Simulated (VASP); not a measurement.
# InP (F-43m) in VASP: notebook, part 2 of 2

VASP 6.6.1. Earlier steps stand in the parts before.

### 3 G0W0 quasiparticle levels, PBE

Contents of POSCAR:

```
InP
1.0
    0.0000000000      2.9538133482      2.9538133482
    2.9538133482      0.0000000000      2.9538133482
    2.9538133482      2.9538133482      0.0000000000
In P
1 1
Direct
    0.0000000000      0.0000000000      0.0000000000
    0.2500000000      0.2500000000      0.2500000000
```

Contents of INCAR.step1:

```
SYSTEM = InP
PREC = Accurate
ENCUT = 500
EDIFF = 1E-8
ISMEAR = 0
SIGMA = 0.01
LREAL = .FALSE.
LASPH = .TRUE.
NELM = 100
ALGO = Normal
LWAVE = .TRUE.
LCHARG = .FALSE.
GGA = PE
```

Contents of INCAR.step2:

```
SYSTEM = InP
PREC = Accurate
ENCUT = 500
EDIFF = 1E-8
ISMEAR = 0
SIGMA = 0.01
LREAL = .FALSE.
LASPH = .TRUE.
NELM = 1
ALGO = Exact
LWAVE = .TRUE.
LCHARG = .FALSE.
GGA = PE
NBANDS = 202
LOPTICS = .TRUE.
ISTART = 1
```

Contents of INCAR.step3:

```
SYSTEM = InP
PREC = Accurate
ENCUT = 500
EDIFF = 1E-8
ISMEAR = 0
SIGMA = 0.01
LREAL = .FALSE.
LASPH = .TRUE.
ALGO = EVGW0
LWAVE = .FALSE.
LCHARG = .FALSE.
GGA = PE
NELMGW = 1
NBANDS = 202
ENCUTGW = 140.0
NOMEGA = 96
PRECFOCK = Fast
ISTART = 1
NBANDSGW = 17
OMEGAMAX = 20
```

Contents of KPOINTS:

```
Automatic mesh
0
G
  4 4 4
  0 0 0
```

Potentials or basis: VASP PAW PBE potentials, release 64 (In_d_GW, P_GW).

The run is started by

```console
$ cat potpaw_PBE.64/In_d_GW/POTCAR potpaw_PBE.64/P_GW/POTCAR > POTCAR
$ cp INCAR.step1 INCAR
$ mpirun -np 1 vasp_std > vasp.out
$ cp INCAR.step2 INCAR
$ mpirun -np 1 vasp_std > vasp.out
$ cp INCAR.step3 INCAR
$ mpirun -np 1 vasp_std > vasp.out
```

OUTCAR:

```text
SYSTEM = InP
   PREC = Accurate
   ENCUT = 500
   EDIFF = 1E-8
   ISMEAR = 0
   LREAL = .FALSE.
   LASPH = .TRUE.
   GGA = PE
   NELMGW = 1
   ENCUTGW = 140.0
   PRECFOCK = Fast
   ISTART = 1

 ion  position               nearest neighbor table
   1  0.000  0.000  0.000-   2 2.56   2 2.56   2 2.56   2 2.56
   2  0.250  0.250  0.250-   1 2.56   1 2.56   1 2.56   1 2.56

  LATTYP: Found a face centered cubic cell.
 ALAT       =     5.9076266964

  Lattice vectors:

 A1 = (   0.0000000000,   2.9538133482,   2.9538133482)
 A2 = (   2.9538133482,   0.0000000000,   2.9538133482)
 A3 = (   2.9538133482,   2.9538133482,   0.0000000000)

Analysis of symmetry for initial positions (statically):
=====================================================================
 Subroutine PRICEL returns:
 Original cell was already a primitive cell.

 Routine SETGRP: Setting up the symmetry group for a
 face centered cubic supercell.

 Subroutine GETGRP returns: Found 24 space group operations
 (whereof 24 operations were pure point group operations)
 out of a pool of 48 trial point group operations.

The static configuration has the point symmetry T_d .

Analysis of symmetry for dynamics (positions and initial velocities):
=====================================================================
 Subroutine PRICEL returns:
 Original cell was already a primitive cell.

 Routine SETGRP: Setting up the symmetry group for a
 face centered cubic supercell.

 Subroutine GETGRP returns: Found 24 space group operations
 (whereof 24 operations were pure point group operations)
 out of a pool of 48 trial point group operations.

The dynamic configuration has the point symmetry T_d .

 Subroutine INISYM returns: Found 24 space group operations
 (whereof 24 operations are pure point group operations),
 and found     1 'primitive' translations
[... 75 lines left out ...]
   LASPH  =      T    aspherical Exc in radial PAW
   ENCUT  =  500.0 eV  36.75 Ry    6.06 a.u.   7.62  7.62  7.62*2*pi/ulx,y,z
   NELM   =     60;   NELMIN=  2; NELMDL=  0     # of ELM steps
   EDIFF  = 0.1E-07   stopping-criterion for ELM
   LREAL  =      F    real-space projection
   EDIFFG = 0.1E-06   stopping-criterion for IOM
   NSW    =      0    number of steps for IOM
   IBRION =     -1    ionic relax: 0-MD 1-quasi-New 2-CG
   NFREE  =      0    steps in history (QN), initial steepest desc. (CG)
   ISIF   =      0    stress and relaxation
   ISYM   =      3    0-nonsym 1-usesym 2-fastsym
   POTIM  = 0.5000    time-step for ionic-motion
   TEBEG  =    0.0;   TEEND  =   0.0 temperature during run
   PSTRESS=    0.0 pullay stress
   NELECT =      18.0000    total number of electrons
   NUPDOWN=      -1.0000    fix difference up-down
   EMIN   =  10.00;   EMAX   =-10.00  energy-range for DOS
   EFERMI =   0.00;   METHOD = LEGACY
   ISMEAR =     0;   SIGMA  =   0.01  broadening in eV -4-tet -1-fermi 0-gaus
   EFERMI_NEDOS =   21; number of points for ismear=-14 and -15
   IALGO  =     38    algorithm
   IMIX   =      4    mixing-type and parameters
     AMIX     =   0.40;   BMIX     =  1.00
     AMIX_MAG =   1.60;   BMIX_MAG =  1.00
  volume/ion in A,a.u.               =      25.77       173.92
  Fermi-wavevector in a.u.,A,eV,Ry     =   1.152850  2.178570 18.082986  1.329062
  Thomas-Fermi vector in A             =   2.289498
   LORBIT       =      0    0 simple, 1 ext, 2 COOP (PROOUT), +10 PAW based schemes
   GGA     = PE    functional components
   LHFCALC =     T    Hartree Fock is set to
   PRECFOCK=fast      Normal, Fast or Accurate (Low or Medium for compatibility)
   ENCUT4O =  -1.0   cutoff for four orbital integrals eV
   NKREDX  =     1    reduce k-point grid by
   NKREDY  =     1    reduce k-point grid by
   NKREDZ  =     1    reduce k-point grid by
   AEXX    =    1.0000 exact exchange contribution
   HFSCREEN=    0.0000 screening length (either q_TF or 0.3 A-1)
   HFSCREENC=   0.0000 screening length for correlation (either q_TF or 0.3 A-1)
   ENCUTFOCK=  -1.0 apply spherical cutoff to Coloumb kernel
   IVDW    =     0    specifies the selected vdW correction
   LEPSILON=     F    determine dielectric tensor
   LRPA    =     F    only Hartree local field effects (RPA)
   LRPAFORCE           =     F    calculate RPA forces
   ENCUTGW             = 140.0    cutoff for response function in eV
   ENCUTGWSOFT         = 112.0    soft cutoff for Coulomb kernel in GW response function in eV
   ENCUTLF             =  -1.0    cutoff for local field effects
   NELMGW              =     1    number of iterations in solving QP/BSE equation
   NELMHF              =     1    number of iterations in the inner HF iteration
   NKREDLFX            =     1    NKREDLFY  =   1   NKREDLFZ  =   1
 non-spin polarized calculation
 Gauss-broadening in eV      SIGMA  =   0.01
  energy-cutoff  :      500.00
  volume of cell :       51.54
 maximum number of plane-waves:      1363
  NGX = 18; NGY = 18; NGZ = 18
   NGX = 15   NGY = 15   NGZ = 15
 maximum number of plane-waves:       202
 NGX is ok and might be reduce to    18

 QP shifts <psi_nk| G(iteration)W_0 |psi_nk>: iteration 1
 for sc-GW calculations column KS-energies equals QP-energies in previous step
 and V_xc(KS)=  KS-energies - (<T + V_ion + V_H > + <T+V_H+V_ion>^1  + <V_x>^1)

 k-point   1 :       0.0000    0.0000    0.0000
  band No.  KS-energies  QP-energies   sigma(KS)   V_xc(KS)     V^pw_x(r,r')   Z            occupation Imag(sigma)

      1     -10.4730     -12.4864     -19.5146     -16.6011     -25.3349       0.6911       2.0000       0.2346
      2     -10.4730     -12.4864     -19.5146     -16.6011     -25.3349       0.6911       2.0000       0.2346
      3     -10.4730     -12.4864     -19.5146     -16.6011     -25.3349       0.6911       2.0000       0.2346
      4     -10.3351     -12.3814     -19.6373     -16.6838     -25.3547       0.6928       2.0000       0.1662
      5     -10.3351     -12.3814     -19.6373     -16.6838     -25.3547       0.6928       2.0000       0.1662
      6      -7.6315      -7.9932     -11.8752     -11.2685     -18.1936       0.5961       2.0000       0.8363
[... 143 lines left out ...]
      3     -10.3851     -12.4174     -19.6112     -16.6827     -25.4009       0.6940       2.0000       0.2190
      4     -10.3533     -12.3870     -19.6124     -16.6667     -25.3449       0.6904       2.0000       0.1722
      5     -10.3211     -12.3659     -19.6423     -16.6948     -25.3703       0.6938       2.0000       0.1686
      6      -5.2800      -5.7062     -13.1456     -12.5083     -18.6515       0.6688       2.0000       0.6613
[... 9 lines left out ...]
     16      15.6120      15.7517     -10.2989     -10.4935      -3.9845       0.7179       0.0000      -0.5214
     17      15.6233      15.5205      -9.4256      -9.2844      -3.3780       0.7288       0.0000      -0.5192
```

Wall time 5 min (1 thread of Intel Xeon Platinum 8559C (Emerald Rapids), shared host); peak memory 0.59 GiB.

Results:

| Item | Value |
| --- | --- |
| Quasiparticle gap | 1.08 eV |
| Least direct quasiparticle gap | 1.08 eV |
| Band gap of the starting levels on the mesh | 0.57 eV |
| Least direct gap of the starting levels on the mesh | 0.57 eV |

Caveat: the k points lie up to 0.46 Å⁻¹ apart; bands, screening cutoff and mesh are small and nothing is extrapolated, so the quasiparticle values aren't converged; spin-orbit coupling is left out, which moves the levels of the heavy elements.
